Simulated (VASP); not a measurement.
# NaCl: relaxation of cell and atoms with PBEsol

The system is NaCl.

```
CELL_PARAMETERS angstrom
0.00000 2.79406 2.79406
2.79406 0.00000 2.79406
2.79406 2.79406 0.00000
ATOMIC_POSITIONS crystal
Cl 0.50000 0.50000 0.50000
Na 0.00000 0.00000 0.00000
```

```json
{
  "Program": "VASP 6.6.1",
  "Task": "relaxation of cell and atoms",
  "Functional": "PBEsol",
  "Potentials or basis": "VASP PAW PBE potentials, release 64 (Cl, Na_pv)",
  "Cutoff": "600 eV",
  "k mesh": "8 × 8 × 8",
  "Occupations": "fermi-dirac, width 0.05 eV",
  "Spin": "no spin polarisation",
  "Dipole correction": "no",
  "Further INCAR settings": "ALGO = Normal; EDIFF = 1e-06; IBRION = 2; EDIFFG = -0.02; NSW = 80; ISIF = 3"
}
```

```yaml
Relaxed_volume: 21.92 Å³/atom
Relaxed_cell: a = 3.958 Å, b = 3.958 Å, c = 3.958 Å, α = 60.00°, β = 60.00°, γ = 60.00°
Space_group_after_relaxing_to_0.05_Å: Fm-3m (No. 225)
Energy_gained_by_relaxing: 0.1 meV/atom
Ionic_steps: 2
Pressure_after_relaxing: 0.1 GPa
Band_gap_on_the_k_mesh: 5.02 eV, direct
```

The path:
```tsv
step	energy change (eV)	largest force (eV/Å)	pressure (GPa)	volume (Å³)
1	0.0000	0.0000	0.25	43.63
2	-0.0002	0.0000	0.07	43.84
```

Final structure:
```
Cl Na
1.0
     0.00000    2.79863    2.79863
     2.79863    0.00000    2.79863
     2.79863    2.79863    0.00000
Cl Na
1 1
Cartesian
  2.7986 2.7986 2.7986
  0.0000 2.7986 2.7986
```

Levels at points of the mesh, in eV from the valence-band top:
```
           k point  band 5  band 6  band 7  band 8  band 9  band 10
(0.00, 0.00, 0.00)    0.00    0.00    0.00    5.02   11.02    11.02
(0.50, 0.00, 0.00)   -2.04   -0.28   -0.28    7.11   10.68    10.92
(0.50, 0.50, 0.00)   -1.77   -0.63   -0.63    7.50    7.87    11.29
```

Run time: 14 s on 1 thread of Intel(R) Xeon(R) Platinum 8259CL CPU @ 2.50GHz (Skylake/Cascade Lake), on a shared host, peak memory 0.18 GiB.

Caveat: the PAW data sets were made with another functional, which shifts forces and pressure a little.
